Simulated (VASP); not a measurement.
# Ga2Sb2CO in VASP: further runs, part 2 of 2

VASP 6.6.1. The steps go on from the part before.

## (3) Single point, PBE+D3(BJ)

Contents of INCAR:

```
ALGO     = Normal         # electronic algorithm
DIPOL    = 0.5 0.5 0.348
EDIFF    = 1E-6           # SCF threshold, eV
ENCUT    = 520            # plane-wave cutoff, eV
GGA      = PE             # functional
GGA_COMPAT= F            
IDIPOL   = 3            
ISIF     = 2              # what is computed and relaxed
ISMEAR   = 0              # smearing method
IVDW     = 12             # dispersion correction
LASPH    = T              # aspherical terms in the spheres
LCHARG   = T              # write CHGCAR
LDIPOL   = T            
LELF     = T              # ELF
LREAL    = F              # projectors in reciprocal space
LVACPOTAV= T            
LVHAR    = T            
LWAVE    = F              # write WAVECAR
NBANDS   = 42             # bands
NELM     = 120            # most SCF steps
NELMDL   = -8           
PREC     = Accurate       # precision mode
SIGMA    = 0.1            # smearing width, eV
```

Contents of KPOINTS:

```
k-points
0
Gamma
  6 6 1
```

Contents of POSCAR:

```
Ga2Sb2CO
1.0
    4.3343814647      0.0000000000      0.0000000000
   -2.1671907324      3.7536844581      0.0000000000
    0.0000000000      0.0000000000     23.6197422994
Sb Ga O C
2 2 1 1
Direct
    0.0000000000      0.0000000000      0.1693498578
    0.3333333333      0.6666666667      0.3259656336
    0.3333333333      0.6666666667      0.2068080104
    0.6666666667      0.3333333333      0.3585874135
    1.1111111111      1.2222222222      0.4898335533
    1.1111111111      1.2222222222      0.5385216375
```

Potentials or basis: VASP PAW PBE potentials, release 64 (Sb_d_GW, Ga_d, O, C).

Started as:

```bash
cat potpaw_PBE.64/Sb_d_GW/POTCAR potpaw_PBE.64/Ga_d/POTCAR potpaw_PBE.64/O/POTCAR potpaw_PBE.64/C/POTCAR > POTCAR
mpirun -np 1 vasp_std > vasp.out
```

OUTCAR:

```text
EDIFF = 1E-6
   ENCUT = 520
   GGA = PE
   ISIF = 2
   ISMEAR = 0
   IVDW = 12
   LASPH = T
   LREAL = F
   NELM = 120
   NELMDL = -8
   PREC = Accurate
 IVDW          = 12

 ion  position               nearest neighbor table
   1  0.000  0.000  0.169-   3 2.65   3 2.65   3 2.65
   2  0.333  0.667  0.326-   4 2.62   4 2.62   4 2.62   3 2.81
   3  0.333  0.667  0.207-   1 2.65   1 2.65   1 2.65   2 2.81
   4  0.667  0.333  0.359-   2 2.62   2 2.62   2 2.62
   5  0.111  0.222  0.490-   6 1.15
   6  0.111  0.222  0.539-   5 1.15

  LATTYP: Found a hexagonal cell.
 ALAT       =     4.3343814647
 C/A-ratio  =     5.4493916818

  Lattice vectors:

 A1 = (   4.3343814647,   0.0000000000,   0.0000000000)
 A2 = (  -2.1671907324,   3.7536844581,   0.0000000000)
 A3 = (   0.0000000000,   0.0000000000,  23.6197422994)

Analysis of symmetry for initial positions (statically):
=====================================================================
 Subroutine PRICEL returns:
 Original cell was already a primitive cell.

 Routine SETGRP: Setting up the symmetry group for a
 hexagonal supercell.

 Subroutine GETGRP returns: Found  2 space group operations
[... 171 lines left out ...]

 k-point     1 :       0.0000    0.0000    0.0000
  band No.  band energies     occupation
      1     -30.5277      2.00000
      2     -30.5145      2.00000
      3     -30.5132      2.00000
      4     -30.4998      2.00000
      5     -30.4986      2.00000
      6     -29.5697      2.00000
[... 574 lines left out ...]
     41       4.1327      0.00000
     42       4.3617      0.00000

------------------------ aborting loop because EDIFF is reached ----------------------------------------

 Edisp (eV)   -1.00042

 E8    (eV) :    -0.4651

  FORCE on cell =-STRESS in cart. coord.  units (eV):
  Direction    XX          YY          ZZ          XY          YZ          ZX
  --------------------------------------------------------------------------------------
  -------------------------------------------------------------------------------------
  Total      -0.10815    -0.14120    -1.08149     0.00000    -0.06530     0.00000
  in kB      -0.45090    -0.58868    -4.50892     0.00000    -0.27224     0.00000
  external pressure =       -1.85 kB  Pullay stress =        0.00 kB

 VOLUME and BASIS-vectors are now :
 -----------------------------------------------------------------------------
  energy-cutoff  :      520.00
  volume of cell :      384.29
      direct lattice vectors                 reciprocal lattice vectors
     4.334381465  0.000000000  0.000000000     0.230713427  0.133202459  0.000000000
    -2.167190732  3.753684458  0.000000000     0.000000000  0.266404918  0.000000000
     0.000000000  0.000000000 23.619742299     0.000000000  0.000000000  0.042337464

 POSITION                                       TOTAL-FORCE (eV/Angst)
 -----------------------------------------------------------------------------------
      0.00000      0.00000      4.00000        -0.000000      0.004238      0.161197
     -0.00000      2.50246      7.69922        -0.000000      0.005633     -0.016202
     -0.00000      2.50246      4.88475         0.000000     -0.000309     -0.137616
      2.16719      1.25123      8.46974        -0.000000      0.006857     -0.000556
     -0.00000      0.83415     11.56974         0.000000     -0.021806      0.656461
     -0.00000      0.83415     12.71974        -0.000000      0.005386     -0.663285
 -----------------------------------------------------------------------------------
    total drift:                               -0.000001     -0.000417     -0.000859

  FREE ENERGIE OF THE ION-ELECTRON SYSTEM (eV)
  ---------------------------------------------------
  free  energy   TOTEN  =       -29.2994609643 eV

  energy  without entropy=      -29.2929670840  energy(sigma->0) =      -29.29621402

 vacuum level on the upper side and lower side of the slab         2.514         3.584
```

OSZICAR:

```text
N       E                     dE             d eps       ncg     rms          rms(c)
DAV:   1     0.659227497550E+03    0.65923E+03   -0.26806E+04  1690   0.102E+04
DAV:   2     0.160761126798E+03   -0.49847E+03   -0.47410E+03  1938   0.184E+03
DAV:   3    -0.342740821984E+01   -0.16419E+03   -0.16107E+03  2146   0.338E+02
DAV:   4    -0.270407122540E+02   -0.23613E+02   -0.23508E+02  2088   0.120E+02
[... 16 lines left out ...]
DAV:  21    -0.282990182882E+02   -0.50011E-04   -0.81640E-06  1176   0.198E-02    0.201E-03
DAV:  22    -0.282990353680E+02   -0.17080E-04   -0.32063E-06  1040   0.174E-02    0.740E-04
DAV:  23    -0.282990397940E+02   -0.44260E-05   -0.56089E-07   880   0.147E-02    0.499E-04
DAV:  24    -0.282990422249E+02   -0.24309E-05   -0.21478E-07   872   0.114E-02    0.372E-04
DAV:  25    -0.282990428979E+02   -0.67298E-06   -0.18270E-07   832   0.100E-02
   1 F= -.29299461E+02 E0= -.29296214E+02  d E =-.649388E-02
```

stdout:

```text
POSCAR found type information on POSCAR SbGaO C
 POSCAR found :  4 types and       6 ions
 scaLAPACK will be used
 LDA part: xc-table for (Slater+PW92), standard interpolation
 POSCAR, INCAR and KPOINTS ok, starting setup
 FFT: planning ... GRIDC
 FFT: planning ... GRID_SOFT
 FFT: planning ... GRID
 WAVECAR not read
 entering main loop
 -----------------------------------------------------------------------------
|                                                                             |
|           W    W    AA    RRRRR   N    N  II  N    N   GGGG   !!!           |
|           W    W   A  A   R    R  NN   N  II  NN   N  G    G  !!!           |
|           W    W  A    A  R    R  N N  N  II  N N  N  G       !!!           |
|           W WW W  AAAAAA  RRRRR   N  N N  II  N  N N  G  GGG   !            |
|           WW  WW  A    A  R   R   N   NN  II  N   NN  G    G                |
|           W    W  A    A  R    R  N    N  II  N    N   GGGG   !!!           |
|                                                                             |
|     Did not find any points to average over, which means that no vacuum     |
|     field-free region was found. Please increase the size of  your cell     |
|     in the dimension of the dipole correction to obtain accurate            |
|     workfunction values.                                                    |
|                                                                             |
 -----------------------------------------------------------------------------
```

Run time: 5.1 min. Hardware: 1 thread of Intel Xeon 6975P-C (Granite Rapids), shared host; peak memory 0.61 GiB.

What came out:

```yaml
Free_energy: -29.2995 eV
Largest_force: 0.663 eV/Å
Band_gap_on_the_k_mesh: 0.02 eV (least direct gap 0.16 eV)
Dispersion_energy_per_atom: -0.167 eV
```

Forces on the atoms (eV/Å):
```
Sb   0.000  0.004  0.161
Sb   0.000  0.006 -0.016
Ga   0.000  0.000 -0.138
Ga   0.000  0.007 -0.001
O    0.000 -0.022  0.656
C    0.000  0.005 -0.663
```

Caveat: spin-orbit coupling is left out, which moves the levels of the heavy elements.

## (4) Single point, PBE+D3(BJ)

Contents of INCAR:

```
  ALGO = Normal
  DIPOL = 0.5 0.5 0.348
  EDIFF = 1E-6
  ENCUT = 520
  GGA = PE
  GGA_COMPAT = F
  IDIPOL = 3
  ISIF = 2
  ISMEAR = 0
  IVDW = 12
  LASPH = T
  LCHARG = T
  LDIPOL = T
  LELF = T
  LREAL = F
  LVACPOTAV = T
  LVHAR = T
  LWAVE = F
  NBANDS = 42
  NELM = 120
  NELMDL = -8
  PREC = Accurate
  SIGMA = 0.1
```

KPOINTS is that of step 3.

Changes to POSCAR since step 3:

```diff
@@ -12,3 +12,3 @@
     0.6666666667      0.3333333333      0.3585874135
-    1.1111111111      1.2222222222      0.4898335533
-    1.1111111111      1.2222222222      0.5385216375
+    0.8888888889      0.7777777778      0.4898335533
+    0.8888888889      0.7777777778      0.5385216375
```

Started as:

```bash
cat potpaw_PBE.64/Sb_d_GW/POTCAR potpaw_PBE.64/Ga_d/POTCAR potpaw_PBE.64/O/POTCAR potpaw_PBE.64/C/POTCAR > POTCAR
mpirun -np 1 vasp_std > vasp.out
```

Wall time 6.1 min (1 thread of Intel Xeon Platinum 8488C (Sapphire Rapids), shared host); peak memory 0.6 GiB.

It converged, with:

```
Free energy                : -29.2981 eV
Largest force              : 0.658 eV/Å
Band gap on the k mesh     : 0.03 eV (least direct gap 0.14 eV)
Dispersion energy per atom : -0.167 eV
```

Forces on the atoms (eV/Å):
```
Sb   0.000  0.000  0.164
Sb   0.000 -0.008 -0.015
Ga   0.000  0.000 -0.141
Ga   0.000 -0.013 -0.009
O    0.000  0.028  0.658
C    0.000 -0.007 -0.656
```

Levels at points of the mesh, in eV from the valence-band top:
```
           k point  band 30  band 31  band 32  band 33  band 34  band 35  band 36  band 37
(0.00, 0.00, 0.00)    -1.13    -1.13     0.00     0.00     0.14     0.90     1.43     1.44
(0.50, 0.00, 0.00)    -2.54    -2.47    -1.30    -1.20     0.40     0.67     1.20     1.30
(0.00, 0.50, 0.00)    -2.52    -2.47    -1.30    -1.20     0.33     0.71     1.19     1.30
```

Caveat: spin-orbit coupling is left out, which moves the levels of the heavy elements.

## (5) The runs side by side

```tsv
cell	gap on the mesh (eV)	largest force (eV/Å)
as given, atomic positions A	0.02	0.70
as given, atomic positions B	0.02	0.66
as given, atomic positions C	0.03	0.66
```

Alike in all rows: task single point; level PBE+D3(BJ); potentials or basis VASP PAW PBE potentials, release 64 (Sb_d_GW, Ga_d, O, C); no spin polarisation; k mesh 6 × 6 × 1; cutoff (eV) 520; smearing gaussian 0.1 eV.

Caveats: spin-orbit coupling is left out, which moves the levels of the heavy elements.

Absolute energies hang on the potentials; compare differences alone.
